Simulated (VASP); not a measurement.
# SiGe (P6_3mc) in VASP: a series of runs, part 2 of 2

VASP 6.6.1. The steps go on from the part before.

**3. Single point, PBEsol (uniaxial strain along c: +2.0 %)**

Input file INCAR:

```
PREC     = Accurate       # precision mode
ENCUT    = 520            # plane-wave cutoff, eV
EDIFF    = 1E-6           # SCF threshold, eV
ISMEAR   = 0              # smearing method
SIGMA    = 0.02           # smearing width, eV
LREAL    = F              # projectors in reciprocal space
LASPH    = T              # aspherical terms in the spheres
NELM     = 80             # most SCF steps
ALGO     = Normal         # electronic algorithm
ISIF     = 2              # what is computed and relaxed
LWAVE    = F              # write WAVECAR
LCHARG   = T              # write CHGCAR
GGA      = PS             # functional
LELF     = T              # ELF
LVHAR    = T            
NBANDS   = 26             # bands
```

Input file KPOINTS:

```
Automatic mesh
0
Gamma
  12 12 6
```

Input file POSCAR:

```
SiGe
1.0
    3.8810939086      0.0000000000      0.0000000000
   -1.9405469543      3.3611259194      0.0000000000
    0.0000000000      0.0000000000      6.5722606276
Si Ge
2 2
Direct
    0.6666666671      0.3333333329      0.8738631047
    0.3333333329      0.6666666671      0.3738631047
    0.6666666661      0.3333333339      0.5011358953
    0.3333333339      0.6666666661      0.0011358953
```

Potentials or basis: VASP PAW PBE potentials, release 64 (Si, Ge_d).

Run with:

```console
> cat potpaw_PBE.64/Si/POTCAR potpaw_PBE.64/Ge_d/POTCAR > POTCAR
> mpirun -np 1 vasp_std > vasp.out
```

OUTCAR:

```text
PREC = Accurate
   ENCUT = 520
   EDIFF = 1E-6
   ISMEAR = 0
   LREAL = F
   LASPH = T
   NELM = 80
   ISIF = 2
   GGA = PS

 ion  position               nearest neighbor table
   1  0.667  0.333  0.874-   4 2.39   4 2.39   4 2.39   3 2.45
   2  0.333  0.667  0.374-   3 2.39   3 2.39   3 2.39   4 2.45
   3  0.667  0.333  0.501-   2 2.39   2 2.39   2 2.39   1 2.45
   4  0.333  0.667  0.001-   1 2.39   1 2.39   1 2.39   2 2.45

  LATTYP: Found a hexagonal cell.
 ALAT       =     3.8810939086
 C/A-ratio  =     1.6934041748

  Lattice vectors:

 A1 = (   3.8810939086,   0.0000000000,   0.0000000000)
 A2 = (  -1.9405469543,   3.3611259194,   0.0000000000)
 A3 = (   0.0000000000,   0.0000000000,   6.5722606276)

Analysis of symmetry for initial positions (statically):
=====================================================================
 Subroutine PRICEL returns:
 Original cell was already a primitive cell.

 Routine SETGRP: Setting up the symmetry group for a
 hexagonal supercell.

 Subroutine GETGRP returns: Found 12 space group operations
[... 171 lines left out ...]

 E-fermi :   5.5633     XC(G=0):  -9.8405

 val. band max:        5.4835764209   @ k =   0.0000   0.0000   0.0000
 cond. band min:       5.7971285656   @ k =   0.4167   0.0000   0.3333
 fundamental gap:      0.3135521447
 Fermi energy:         5.5633333335

 k-point     1 :       0.0000    0.0000    0.0000
  band No.  band energies     occupation
      1     -19.0604      2.00000
      2     -19.0599      2.00000
      3     -19.0571      2.00000
      4     -19.0571      2.00000
      5     -19.0543      2.00000
      6     -19.0543      2.00000
[... 685 lines left out ...]
     25      12.5971      0.00000
     26      12.8757      0.00000

 [... further k-points ...]

------------------------ aborting loop because EDIFF is reached ----------------------------------------

  FORCE on cell =-STRESS in cart. coord.  units (eV):
  Direction    XX          YY          ZZ          XY          YZ          ZX
  --------------------------------------------------------------------------------------
  -------------------------------------------------------------------------------------
  Total        0.3646991      0.3646991     -1.9807778      0.0000000      0.0000000      0.0000000
  in kB        6.8154025      6.8154025    -37.0162686      0.0000000      0.0000000      0.0000000
  external PRESSURE =      -7.7951545 kB  Pullay stress =       0.0000000 kB

 VOLUME and BASIS-vectors are now :
 -----------------------------------------------------------------------------
  energy-cutoff  :      520.00
  volume of cell :       85.73
      direct lattice vectors                 reciprocal lattice vectors
     3.881093909  0.000000000  0.000000000     0.257659316  0.148759675  0.000000000
    -1.940546954  3.361125919  0.000000000     0.000000000  0.297519350  0.000000000
     0.000000000  0.000000000  6.572260628     0.000000000  0.000000000  0.152154648

 POSITION                                       TOTAL-FORCE (eV/Angst)
 -----------------------------------------------------------------------------------
      1.94055      1.12038      5.74326         0.000000     -0.000000     -0.113346
     -0.00000      2.24075      2.45713         0.000000     -0.000000     -0.113346
      1.94055      1.12038      3.29360        -0.000000     -0.000000      0.113346
      0.00000      2.24075      0.00747         0.000000      0.000000      0.113346
 -----------------------------------------------------------------------------------
    total drift:                               -0.000000     -0.000000     -0.002130

  FREE ENERGIE OF THE ION-ELECTRON SYSTEM (eV)
  ---------------------------------------------------
  free  energy   TOTEN  =       -21.2408758427 eV

  energy  without entropy=      -21.2408758427  energy(sigma->0) =      -21.24087584
```

OSZICAR:

```text
N       E                     dE             d eps       ncg     rms          rms(c)
DAV:   1     0.266997838615E+03    0.26700E+03   -0.17510E+04  4560   0.297E+03
DAV:   2     0.221626347781E+02   -0.24484E+03   -0.23616E+03  4000   0.644E+02
DAV:   3    -0.198394949691E+02   -0.42002E+02   -0.41498E+02  4860   0.155E+02
DAV:   4    -0.215727535916E+02   -0.17333E+01   -0.17301E+01  4718   0.347E+01
DAV:   5    -0.216092633016E+02   -0.36510E-01   -0.36500E-01  4808   0.575E+00    0.576E+00
DAV:   6    -0.213580520072E+02    0.25121E+00   -0.10582E-01  4580   0.243E+00    0.335E+00
DAV:   7    -0.212383680452E+02    0.11968E+00   -0.18818E-01  4312   0.279E+00    0.227E-01
DAV:   8    -0.212405711833E+02   -0.22031E-02   -0.18017E-02  4902   0.136E+00    0.121E-01
DAV:   9    -0.212407482670E+02   -0.17708E-03   -0.50241E-04  5088   0.195E-01    0.901E-02
DAV:  10    -0.212408567554E+02   -0.10849E-03   -0.94203E-05  5062   0.699E-02    0.257E-02
DAV:  11    -0.212408740893E+02   -0.17334E-04   -0.20443E-05  3944   0.278E-02    0.448E-03
DAV:  12    -0.212408756563E+02   -0.15670E-05   -0.20574E-06  4034   0.964E-03    0.168E-03
DAV:  13    -0.212408758427E+02   -0.18638E-06   -0.26499E-07  2692   0.361E-03
   1 F= -.21240876E+02 E0= -.21240876E+02  d E =-.323763E-11
```

stdout:

```text
POSCAR found type information on POSCAR SiGe
 POSCAR found :  2 types and       4 ions
 scaLAPACK will be used
 -----------------------------------------------------------------------------
|                                                                             |
|                                                                             |
|     You enforced a specific xc type in the INCAR file but a different       |
|     I HOPE YOU KNOW WHAT YOU ARE DOING!                                     |
|                                                                             |
 -----------------------------------------------------------------------------

 LDA part: xc-table for (Slater+PW92), standard interpolation
 POSCAR, INCAR and KPOINTS ok, starting setup
 FFT: planning ... GRIDC
 FFT: planning ... GRID_SOFT
 FFT: planning ... GRID
 WAVECAR not read
 entering main loop
```

Run time: 85 s. Hardware: 1 thread of Intel Xeon Platinum 8559C (Emerald Rapids), shared host; peak memory 0.29 GiB.

Results:

- Free energy: -21.2409 eV
- Pressure: -0.8 GPa
- Largest force: 0.113 eV/Å
- Band gap on the k mesh: 0.31 eV (least direct gap 0.63 eV)

Forces on the atoms (eV/Å):
```
Si   0.000  0.000 -0.113
Si   0.000  0.000 -0.113
Ge   0.000  0.000  0.113
Ge   0.000  0.000  0.113
```

Caveat: the cell differs from its parent crystal (uniaxial strain along c: +2.0 %); semilocal functionals underestimate gaps, and a narrow one can read as zero; the PAW data sets were made with another functional, which shifts forces and pressure a little.

**4. Single point, PBEsol (uniaxial strain along c: +2.0 %, then relaxed in part)**

Input file INCAR:

```
  ALGO = Normal
  EDIFF = 1E-6
  ENCUT = 520
  GGA = PS
  ISIF = 2
  ISMEAR = 0
  LASPH = T
  LCHARG = F
  LREAL = F
  LWAVE = F
  NBANDS = 26
  NELM = 100
  PREC = Accurate
  SIGMA = 0.02
```

Input file KPOINTS:

```
k-points
0
Gamma
  12 12 6
```

Input file POSCAR:

```
SiGe
1.0
    3.8905038580      0.0000000000      0.0000000000
   -1.9452519290      3.3692751746      0.0000000000
    0.0000000000      0.0000000000      6.5722606276
Si Ge
2 2
Direct
    0.6666666673      0.3333333327      0.8732683032
    0.3333333327      0.6666666673      0.3732683032
    0.6666666662      0.3333333338      0.5017306968
    0.3333333338      0.6666666662      0.0017306968
```

Potentials or basis: VASP PAW PBE potentials, release 64 (Si, Ge_d).

Run with:

```console
> cat potpaw_PBE.64/Si/POTCAR potpaw_PBE.64/Ge_d/POTCAR > POTCAR
> mpirun -np 1 vasp_std > vasp.out
```

OUTCAR:

```text
EDIFF = 1E-6
   ENCUT = 520
   GGA = PS
   ISIF = 2
   ISMEAR = 0
   LASPH = T
   LREAL = F
   NELM = 100
   PREC = Accurate

 ion  position               nearest neighbor table
   1  0.667  0.333  0.873-   4 2.40   4 2.40   4 2.40   3 2.44
   2  0.333  0.667  0.373-   3 2.40   3 2.40   3 2.40   4 2.44
   3  0.667  0.333  0.502-   2 2.40   2 2.40   2 2.40   1 2.44
   4  0.333  0.667  0.002-   1 2.40   1 2.40   1 2.40   2 2.44

  LATTYP: Found a hexagonal cell.
 ALAT       =     3.8905038580
 C/A-ratio  =     1.6893083435

  Lattice vectors:

 A1 = (   3.8905038580,   0.0000000000,   0.0000000000)
 A2 = (  -1.9452519290,   3.3692751746,   0.0000000000)
 A3 = (   0.0000000000,   0.0000000000,   6.5722606276)

Analysis of symmetry for initial positions (statically):
=====================================================================
 Subroutine PRICEL returns:
 Original cell was already a primitive cell.

 Routine SETGRP: Setting up the symmetry group for a
 hexagonal supercell.

[... 169 lines left out ...]
  free energy    TOTEN  =       -21.24268195 eV

  energy without entropy =      -21.24268195  energy(sigma->0) =      -21.24268195

 E-fermi :   5.6204     XC(G=0):  -9.8198

 val. band max:        5.4560998647   @ k =   0.0000   0.0000   0.0000
 cond. band min:       5.7448758976   @ k =   0.4167  -0.0000   0.3333
 fundamental gap:      0.2887760329
 Fermi energy:         5.6204451878

 k-point     1 :       0.0000    0.0000    0.0000
  band No.  band energies     occupation
      1     -19.1049      2.00000
      2     -19.1044      2.00000
      3     -19.1010      2.00000
      4     -19.1010      2.00000
      5     -19.0982      2.00000
      6     -19.0982      2.00000
[... 685 lines left out ...]
     25      12.5201      0.00000
     26      12.8007      0.00000

 [... further k-points ...]

------------------------ aborting loop because EDIFF is reached ----------------------------------------

  FORCE on cell =-STRESS in cart. coord.  units (eV):
  Direction    XX          YY          ZZ          XY          YZ          ZX
  --------------------------------------------------------------------------------------
  -------------------------------------------------------------------------------------
  Total       -0.0108010     -0.0108010     -1.8997461      0.0000000      0.0000000      0.0000000
  in kB       -0.2008713     -0.2008713    -35.3304388      0.0000000      0.0000000      0.0000000
  external PRESSURE =     -11.9107271 kB  Pullay stress =       0.0000000 kB

 VOLUME and BASIS-vectors are now :
 -----------------------------------------------------------------------------
  energy-cutoff  :      520.00
  volume of cell :       86.15
      direct lattice vectors                 reciprocal lattice vectors
     3.890503858  0.000000000  0.000000000     0.257036116  0.148399871  0.000000000
    -1.945251929  3.369275175  0.000000000     0.000000000  0.296799741  0.000000000
     0.000000000  0.000000000  6.572260628     0.000000000  0.000000000  0.152154648

 POSITION                                       TOTAL-FORCE (eV/Angst)
 -----------------------------------------------------------------------------------
      1.94525      1.12309      5.73935        -0.000000      0.000000      0.001152
     -0.00000      2.24618      2.45322        -0.000000      0.000000      0.001152
      1.94525      1.12309      3.29750         0.000000      0.000000     -0.001152
      0.00000      2.24618      0.01137         0.000000      0.000000     -0.001152
 -----------------------------------------------------------------------------------
    total drift:                               -0.000000     -0.000001     -0.002692

  FREE ENERGIE OF THE ION-ELECTRON SYSTEM (eV)
  ---------------------------------------------------
  free  energy   TOTEN  =       -21.2426819516 eV

  energy  without entropy=      -21.2426819516  energy(sigma->0) =      -21.24268195
```

OSZICAR:

```text
N       E                     dE             d eps       ncg     rms          rms(c)
DAV:   1     0.264220998531E+03    0.26422E+03   -0.17666E+04  4650   0.297E+03
DAV:   2     0.217832619095E+02   -0.24244E+03   -0.23370E+03  3992   0.642E+02
DAV:   3    -0.198694847685E+02   -0.41653E+02   -0.41193E+02  4862   0.154E+02
DAV:   4    -0.215690539103E+02   -0.16996E+01   -0.16956E+01  4694   0.342E+01
DAV:   5    -0.216055224557E+02   -0.36469E-01   -0.36458E-01  4910   0.570E+00    0.571E+00
DAV:   6    -0.213583648226E+02    0.24716E+00   -0.10402E-01  4580   0.243E+00    0.333E+00
DAV:   7    -0.212401836988E+02    0.11818E+00   -0.18412E-01  4360   0.276E+00    0.224E-01
DAV:   8    -0.212423651757E+02   -0.21815E-02   -0.17359E-02  4948   0.133E+00    0.120E-01
DAV:   9    -0.212425542774E+02   -0.18910E-03   -0.47820E-04  5118   0.186E-01    0.884E-02
DAV:  10    -0.212426621733E+02   -0.10790E-03   -0.91274E-05  4912   0.701E-02    0.250E-02
DAV:  11    -0.212426801906E+02   -0.18017E-04   -0.19600E-05  4058   0.270E-02    0.438E-03
DAV:  12    -0.212426818222E+02   -0.16316E-05   -0.20708E-06  3912   0.962E-03    0.153E-03
DAV:  13    -0.212426819516E+02   -0.12941E-06   -0.22800E-07  2598   0.385E-03
   1 F= -.21242682E+02 E0= -.21242682E+02  d E =-.242475E-20
```

Run time: 76 s. Hardware: 1 thread of Intel Xeon Platinum 8559C (Emerald Rapids), shared host; peak memory 0.28 GiB.

What came out:

```yaml
Free_energy: -21.2427 eV
Pressure: -1.2 GPa
Band_gap_on_the_k_mesh: 0.29 eV (least direct gap 0.59 eV)
```

Stress tensor (GPa, compression positive):
```
-0.02  0.00  0.00
 0.00 -0.02  0.00
 0.00  0.00 -3.53
```

Caveat: the cell differs from its parent crystal (uniaxial strain along c: +2.0 %, then relaxed in part); semilocal functionals underestimate gaps, and a narrow one can read as zero; the PAW data sets were made with another functional, which shifts forces and pressure a little.

**5. Summary**

| cell | gap on the mesh (eV) | pressure (GPa) |
| --- | --- | --- |
| a = 3.895, b = 3.895, c = 6.508 Å, angles 90.0, 90.0, 120.0°, 4 atoms, atomic positions A | 0.34 | -0.6 |
| a = 3.881, b = 3.881, c = 6.572 Å, angles 90.0, 90.0, 120.0°, 4 atoms, atomic positions A | 0.31 | -0.8 |
| a = 3.891, b = 3.891, c = 6.572 Å, angles 90.0, 90.0, 120.0°, 4 atoms, atomic positions B | 0.29 | -1.2 |

Alike in all rows: task single point; level PBEsol; potentials or basis VASP PAW PBE potentials, release 64 (Si, Ge_d); no spin polarisation; k mesh 12 × 12 × 6; cutoff (eV) 520; smearing gaussian 0.02 eV.

Caveats: semilocal functionals underestimate gaps, and a narrow one can read as zero; the PAW data sets were made with another functional, which shifts forces and pressure a little.

Absolute energies hang on the potentials; compare differences alone.
